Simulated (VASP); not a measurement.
# CdSe (P6_3mc) in VASP: relaxation of shape and atoms at fixed volume with r2SCAN

Aim: the relaxation of shape and atoms at fixed volume of CdSe with r2SCAN.

All numbers are computed with VASP 6.6.1; they aren't measurements. Logs are shortened: lines on timing, memory, paths and dates and some standing lists are left out, and cuts for length are marked.

### Step 1. The cell of the first run

The structure is hexagonal, space group P6_3mc (No. 186). The conventional cell has a = 4.341 Å, b = 4.341 Å, c = 7.075 Å, α = 90.00°, β = 90.00°, γ = 120.00°. Within 3.5 Å of Cd (site symmetry 3m) lie 4 Se at 2.66 Å. Within 3.5 Å of Se (site symmetry 3m) lie 4 Cd at 2.66 Å.

### Step 2. Relaxation of shape and atoms at fixed volume, r2SCAN (28.86 Å³/atom)

POSCAR reads:

```
CdSe
1.0
    4.3406591141      0.0000000000      0.0000000000
   -2.1703295570      3.7591210620      0.0000000000
    0.0000000000      0.0000000000      7.0753531439
Cd Se
2 2
Direct
    0.3333333333      0.6666666667      0.0044682707
    0.6666666667      0.3333333333      0.5044682707
    0.3333333333      0.6666666667      0.3805317293
    0.6666666667      0.3333333333      0.8805317293
```

INCAR.step1 reads:

```
SYSTEM = CdSe
PREC = Accurate
ENCUT = 600
ISMEAR = 0
SIGMA = 0.05
LREAL = .FALSE.
LASPH = .TRUE.
NELM = 100
GGA = PE
ALGO = Normal
EDIFF = 1E-4
LWAVE = .TRUE.
LCHARG = .FALSE.
```

INCAR.step2 reads:

```
SYSTEM = CdSe
PREC = Accurate
ENCUT = 600
EDIFF = 1E-6
ISMEAR = 0
SIGMA = 0.05
LREAL = .FALSE.
LASPH = .TRUE.
NELM = 100
ALGO = Normal
ISIF = 4
LWAVE = .FALSE.
LCHARG = .FALSE.
METAGGA = R2SCAN
LMIXTAU = .TRUE.
IBRION = 2
NSW = 60
EDIFFG = -0.01
ISTART = 1
```

KPOINTS reads:

```
Automatic mesh
0
G
  10 10 6
  0 0 0
```

Potentials or basis: VASP PAW PBE potentials, release 64 (Cd, Se).

Started as:

```bash
> cat potpaw_PBE.64/Cd/POTCAR potpaw_PBE.64/Se/POTCAR > POTCAR
> cp INCAR.step1 INCAR
> mpirun -np 1 vasp_std > vasp.out
> cp INCAR.step2 INCAR
> mpirun -np 1 vasp_std > vasp.out
```

OUTCAR:

```text
SYSTEM = CdSe
   PREC = Accurate
   ENCUT = 600
   EDIFF = 1E-6
   ISMEAR = 0
   LREAL = .FALSE.
   LASPH = .TRUE.
   NELM = 100
   ISIF = 4
   METAGGA = R2SCAN
   IBRION = 2
   NSW = 60
   EDIFFG = -0.01
   ISTART = 1

 ion  position               nearest neighbor table
   1  0.333  0.667  0.004-   4 2.66   4 2.66   4 2.66   3 2.66
   2  0.667  0.333  0.504-   3 2.66   3 2.66   3 2.66   4 2.66
   3  0.333  0.667  0.381-   2 2.66   2 2.66   2 2.66   1 2.66
   4  0.667  0.333  0.881-   1 2.66   1 2.66   1 2.66   2 2.66

  LATTYP: Found a hexagonal cell.
 ALAT       =     4.3406591141
 C/A-ratio  =     1.6300181511

  Lattice vectors:

 A1 = (   4.3406591141,   0.0000000000,   0.0000000000)
 A2 = (  -2.1703295570,   3.7591210620,   0.0000000000)
 A3 = (   0.0000000000,   0.0000000000,   7.0753531439)

Analysis of symmetry for initial positions (statically):
=====================================================================
 Subroutine PRICEL returns:
 Original cell was already a primitive cell.

 Routine SETGRP: Setting up the symmetry group for a
 hexagonal supercell.

 Subroutine GETGRP returns: Found 12 space group operations
 (whereof  6 operations were pure point group operations)
 out of a pool of 24 trial point group operations.

The static configuration has the point symmetry C_3v.
 The point group associated with its full space group is C_6v.

Analysis of symmetry for dynamics (positions and initial velocities):
=====================================================================
 Subroutine PRICEL returns:
 Original cell was already a primitive cell.

 Routine SETGRP: Setting up the symmetry group for a
 hexagonal supercell.

 Subroutine GETGRP returns: Found 12 space group operations
 (whereof  6 operations were pure point group operations)
 out of a pool of 24 trial point group operations.

The dynamic configuration has the point symmetry C_3v.
 The point group associated with its full space group is C_6v.

 Subroutine INISYM returns: Found 12 space group operations
 (whereof  6 operations are pure point group operations),
 and found     1 'primitive' translations

----------------------------------------------------------------------------------------

                                     Primitive cell

  volume of cell :     115.4490

  direct lattice vectors                    reciprocal lattice vectors
     4.340659114  0.000000000  0.000000000     0.230379759  0.133009816  0.000000000
    -2.170329557  3.759121062  0.000000000     0.000000000  0.266019632  0.000000000
     0.000000000  0.000000000  7.075353144     0.000000000  0.000000000  0.141335702

  length of vectors
     4.340659114  4.340659114  7.075353144     0.266019632  0.266019632  0.141335702

  position of ions in fractional coordinates (direct lattice)
     0.333333333  0.666666667  0.004468271
     0.666666667  0.333333333  0.504468271
     0.333333333  0.666666667  0.380531729
     0.666666667  0.333333333  0.880531729

  ion indices of the primitive-cell ions
   primitive index   ion index
                 1           1
                 2           2
                 3           3
                 4           4

----------------------------------------------------------------------------------------

 KPOINTS: Automatic mesh

Automatic generation of k-mesh.
 Grid dimensions read from file:
 generate k-points for:   10   10    6

 Generating k-lattice:

  Cartesian coordinates                     Fractional coordinates (reciprocal lattice)
     0.023037976  0.013300982  0.000000000     0.100000000  0.000000000  0.000000000
     0.000000000  0.026601963  0.000000000     0.000000000  0.100000000  0.000000000
     0.000000000  0.000000000  0.023555950     0.000000000  0.000000000  0.166666667

  Length of vectors
     0.026601963  0.026601963  0.023555950

  Shift w.r.t. Gamma in fractional coordinates (k-lattice)
     0.000000000  0.000000000  0.000000000

 Subroutine IBZKPT returns following result:
 ===========================================

 Found     56 irreducible k-points:

 Following reciprocal coordinates:
            Coordinates               Weight
  0.000000  0.000000  0.000000      1.000000
  0.100000 -0.000000  0.000000      6.000000
  0.200000 -0.000000  0.000000      6.000000
  0.300000 -0.000000  0.000000      6.000000
  0.400000 -0.000000  0.000000      6.000000
  0.500000 -0.000000  0.000000      3.000000
[... 16 lines left out ...]
  0.300000  0.100000  0.166667     24.000000
  0.400000  0.100000  0.166667     24.000000
 [... further k-points ...]
   k-points           NKPTS =     56   k-points in BZ     NKDIM =     56   number of bands    NBANDS=     22
   number of dos      NEDOS =    301   number of ions     NIONS =      4
   total plane-waves  NPLWV =  77760
   dimension x,y,z NGX =    36 NGY =   36 NGZ =   60
   dimension x,y,z NGXF=    72 NGYF=   72 NGZF=  120
   ions per type =               2   2
   NGX,Y,Z   is equivalent  to a cutoff of  13.79, 13.79, 14.10 a.u.
   NGXF,Y,Z  is equivalent  to a cutoff of  27.58, 27.58, 28.20 a.u.
 SYSTEM =  CdSe
   PREC   = accura    normal or accurate (medium, high low for compatibility)
   ISTART =      1    job   : 0-new  1-cont  2-samecut
   ICHARG =      0    charge: 1-file 2-atom 10-const
   ISPIN  =      1    spin polarized calculation?
   LNONCOLLINEAR =      F non collinear calculations
   LSORBIT =      F    spin-orbit coupling
   LASPH  =      T    aspherical Exc in radial PAW
   ENCUT  =  600.0 eV  44.10 Ry    6.64 a.u.   8.67  8.67 14.13*2*pi/ulx,y,z
   NELM   =    100;   NELMIN=  2; NELMDL=  0     # of ELM steps
   EDIFF  = 0.1E-05   stopping-criterion for ELM
   LREAL  =      F    real-space projection
   EDIFFG = -.1E-01   stopping-criterion for IOM
   NSW    =     60    number of steps for IOM
   IBRION =      2    ionic relax: 0-MD 1-quasi-New 2-CG
   NFREE  =      1    steps in history (QN), initial steepest desc. (CG)
   ISIF   =      4    stress and relaxation
   ISYM   =      2    0-nonsym 1-usesym 2-fastsym
   POTIM  = 0.5000    time-step for ionic-motion
   TEBEG  =    0.0;   TEEND  =   0.0 temperature during run
   PSTRESS=    0.0 pullay stress
   NELECT =      36.0000    total number of electrons
   NUPDOWN=      -1.0000    fix difference up-down
   EMIN   =  10.00;   EMAX   =-10.00  energy-range for DOS
   EFERMI =   0.00;   METHOD = LEGACY
   ISMEAR =     0;   SIGMA  =   0.05  broadening in eV -4-tet -1-fermi 0-gaus
   EFERMI_NEDOS =   21; number of points for ismear=-14 and -15
   IALGO  =     38    algorithm
   IMIX   =      4    mixing-type and parameters
     AMIX     =   0.40;   BMIX     =  1.00
     AMIX_MAG =   1.60;   BMIX_MAG =  1.00
  volume/ion in A,a.u.               =      28.86       194.77
  Fermi-wavevector in a.u.,A,eV,Ry     =   1.110143  2.097866 16.768060  1.232418
  Thomas-Fermi vector in A             =   2.246691
   LORBIT       =      0    0 simple, 1 ext, 2 COOP (PROOUT), +10 PAW based schemes
   METAGGA = R2SCAN    functional components
   LHFCALC =     F    Hartree Fock is set to
   AEXX    =    0.0000 exact exchange contribution
   IVDW    =     0    specifies the selected vdW correction
   LEPSILON=     F    determine dielectric tensor
   LRPA    =     F    only Hartree local field effects (RPA)
 conjugate gradient relaxation of ions
 non-spin polarized calculation
 Gauss-broadening in eV      SIGMA  =   0.05
  energy-cutoff  :      600.00
  volume of cell :      115.45
 maximum number of plane-waves:      3879
 NGX is ok and might be reduce to    36
   NGX = 17   NGY = 17   NGZ = 29

 number of electron      35.9999997 magnetization

 Free energy of the ion-electron system (eV)
  ---------------------------------------------------
  ext. energy  EPLUGINS =         0.00000000
  ---------------------------------------------------
  free energy    TOTEN  =       -71.83397517 eV

  energy without entropy =      -71.83397517  energy(sigma->0) =      -71.83397517

 E-fermi :   0.6700     XC(G=0):  -9.2977

 val. band max:        0.4431314741   @ k =   0.0000   0.0000   0.0000
 cond. band min:       1.5387431094   @ k =   0.0000   0.0000   0.0000
 fundamental gap:      1.0956116353
 Fermi energy:         0.6700038743

 k-point     1 :       0.0000    0.0000    0.0000
  band No.  band energies     occupation
      1     -12.4353      2.00000
      2     -12.0727      2.00000
      3      -7.6318      2.00000
      4      -7.6265      2.00000
      5      -7.6265      2.00000
      6      -7.5580      2.00000
[... 14 lines left out ...]
     21       6.8201      0.00000
     22       6.8201      0.00000

 k-point     2 :       0.1000   -0.0000    0.0000
  band No.  band energies     occupation
      1     -12.4054      2.00000
      2     -12.0590      2.00000
      3      -7.6231      2.00000
      4      -7.6154      2.00000
      5      -7.6011      2.00000
      6      -7.5443      2.00000
[... 14 lines left out ...]
     21       6.4517      0.00000
     22       6.9772      0.00000

 k-point     3 :       0.2000   -0.0000    0.0000
  band No.  band energies     occupation
      1     -12.3246      2.00000
      2     -12.0246      2.00000
      3      -7.5975      2.00000
      4      -7.5883      2.00000
      5      -7.5314      2.00000
      6      -7.5034      2.00000
[... 14 lines left out ...]
     21       6.0316      0.00000
     22       7.0134      0.00000
[... 476 lines left out ...]
 k-point    23 :       0.3000    0.1000    0.1667
  band No.  band energies     occupation
      1     -12.1402      2.00000
      2     -11.9821      2.00000
      3      -7.5489      2.00000
      4      -7.5430      2.00000
      5      -7.4487      2.00000
      6      -7.4385      2.00000
[... 14 lines left out ...]
     21       5.9211      0.00000
     22       6.3671      0.00000

 k-point    24 :       0.4000    0.1000    0.1667
  band No.  band energies     occupation
      1     -12.0709      2.00000
      2     -11.9702      2.00000
      3      -7.5408      2.00000
      4      -7.5293      2.00000
      5      -7.4236      2.00000
      6      -7.4131      2.00000
[... 14 lines left out ...]
     21       5.8293      0.00000
     22       6.4377      0.00000

 [... further k-points ...]

------------------------ aborting loop because EDIFF is reached ----------------------------------------

  FORCE on cell =-STRESS in cart. coord.  units (eV):
  Direction    XX          YY          ZZ          XY          YZ          ZX
  --------------------------------------------------------------------------------------
  -------------------------------------------------------------------------------------
  Total        0.1389960      0.1389960      0.1546098      0.0000000      0.0000000      0.0000000
  in kB        1.9289577      1.9289577      2.1456430      0.0000000      0.0000000      0.0000000
  external PRESSURE =       2.0011861 kB  Pullay stress =       0.0000000 kB

 VOLUME and BASIS-vectors are now :
 -----------------------------------------------------------------------------
  energy-cutoff  :      600.00
  volume of cell :      115.45
      direct lattice vectors                 reciprocal lattice vectors
     4.340659114  0.000000000  0.000000000     0.230379759  0.133009816  0.000000000
    -2.170329557  3.759121062  0.000000000     0.000000000  0.266019632  0.000000000
     0.000000000  0.000000000  7.075353144     0.000000000  0.000000000  0.141335702

 POSITION                                       TOTAL-FORCE (eV/Angst)
 -----------------------------------------------------------------------------------
     -0.00000      2.50608      0.03161         0.000000     -0.000000      0.002160
      2.17033      1.25304      3.56929        -0.000000      0.000000      0.002160
     -0.00000      2.50608      2.69240        -0.000000      0.000000     -0.002160
      2.17033      1.25304      6.23007        -0.000000      0.000000     -0.002160
 -----------------------------------------------------------------------------------
    total drift:                               -0.000000      0.000000      0.002880

  FREE ENERGIE OF THE ION-ELECTRON SYSTEM (eV)
  ---------------------------------------------------
  free  energy   TOTEN  =       -71.8339751725 eV

  energy  without entropy=      -71.8339751725  energy(sigma->0) =      -71.83397517

 reached required accuracy - stopping structural energy minimisation
```

It took 29 min on 1 thread of Oxide Virtual Turin-like, shared host; peak memory 0.37 GiB.

What came out:

```yaml
Free_energy: -71.8340 eV
Pressure_after_relaxing: 0.2 GPa
Band_gap_on_the_k_mesh: 1.10 eV
```

Forces in eV/Å, atoms in the order of the input:
```
Cd   0.000  0.000  0.002
Cd   0.000  0.000  0.002
Se   0.000  0.000 -0.002
Se   0.000  0.000 -0.002
```

Final structure:
```
Cd Se
1.0
     4.34066    0.00000    0.00000
    -2.17033    3.75912    0.00000
     0.00000    0.00000    7.07535
Cd Se
2 2
Cartesian
  0.0000 2.5061 0.0316
  2.1703 1.2530 3.5693
  0.0000 2.5061 2.6924
  2.1703 1.2530 6.2301
```

Levels at points of the mesh, in eV from the valence-band top:
```tsv
k point	band 14	band 15	band 16	band 17	band 18	band 19	band 20	band 21	band 22
(0.00, 0.00, 0.00)	-0.74	-0.74	-0.04	0.00	0.00	1.10	2.64	6.38	6.38
(0.50, 0.00, 0.00)	-3.53	-2.58	-1.80	-1.28	-0.73	3.63	3.71	5.10	6.55
(0.00, 0.00, 0.50)	-2.56	-0.38	-0.38	-0.38	-0.38	2.78	2.78	6.27	6.27
(0.50, 0.00, 0.50)	-4.10	-1.31	-1.31	-1.31	-1.31	3.33	3.33	5.27	5.27
```

Caveat: the relaxation stopped at its first step, so nothing moved; the PAW data sets were made with another functional, which shifts forces and pressure a little.
